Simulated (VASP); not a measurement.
Runs of VASP 6.6.1 on EuS. Symmetry: Fm-3m, No. 225, cubic system. Conventional cell: a = 5.957 Å, b = 5.957 Å, c = 5.957 Å, α = 90.00°, β = 90.00°, γ = 90.00°. Eu (site symmetry m-3m) has 6 S at 2.98 Å within 3.9 Å. Within 3.9 Å of S (site symmetry m-3m) lie 6 Eu at 2.98 Å. 

```tsv
level	cutoff (eV)	gap on the mesh (eV)	pressure (GPa)	moment (μB)
PBE	600	none	-2.9	6.96
PBEsol	600	none	-5.8	6.95
RPBE	600	none	-0.6	6.97
BLYP	600	none	(a)	6.95
r2SCAN	800	none	(b)	6.97
```

Alike in all rows: task single point; potentials or basis VASP PAW PBE potentials, release 64 (Eu, S); spin collinear, ferromagnetic start; cell as given; k mesh 7 × 7 × 7; smearing fermi-dirac 0.1 eV.

Q: Estimate the missing entries.

A: (a) 0.5; (b) -2.6.

Caveats: spin-orbit coupling is left out, which moves the levels of the heavy elements; a cell with one magnetic atom can't hold antiferromagnetic order, which such compounds often take; semilocal functionals describe open f shells poorly, which spoils levels, moments and volumes; the PAW data sets were made with another functional, which shifts forces and pressure a little (at least some runs); the cell stands under tension (at least some runs).

A k mesh can miss the band edges, and the runs leave out spin-orbit coupling on Eu.

A gap of «none» marks levels without a gap at the run's occupations.
